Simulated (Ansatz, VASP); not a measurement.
## BN in VASP and in Ansatz

```
B N
1.0
     2.50612    0.00000    0.00000
    -1.25306    2.17037    0.00000
     0.00000    0.00000    6.59736
B N
2 2
Direct
  0.93365 0.86730 0.47090
  0.33333 0.66667 0.00000
  0.00000 0.00000 0.00000
  0.66667 0.33333 0.50000
```

Alike in both runs: task single point; functional PBE; dispersion D3(BJ); k mesh 12 × 12 × 4; occupations gaussian, width 0.05 eV; no spin polarisation.

```csv
,VASP,Ansatz
version,VASP 6.6.1,Ansatz 0.2.0
potentials or method,"VASP PAW PBE potentials, release 64 (B, N), cutoff 520 eV","scalar-relativistic, plane waves, PAW"
valence electrons in the cell,16,16
```

|  | VASP | Ansatz | Ansatz less VASP |
| --- | --- | --- | --- |
| gap on the k mesh at the Fermi level (eV) | 1.90 | 1.91 | +0.009 |
| least direct gap on the mesh (eV) | 3.32 | 3.33 | +0.007 |
| pressure (GPa) | 19.2 | 19.1 | -0.15 |
| traceless stress, the component that is largest in VASP (GPa) | 40.75 | 40.32 | -0.426 |
| rms of the force components (eV/Å) | 7.565 | 7.518 | -0.0465 |

Atom by atom the forces differ by 0.047 eV/Å (rms over components).
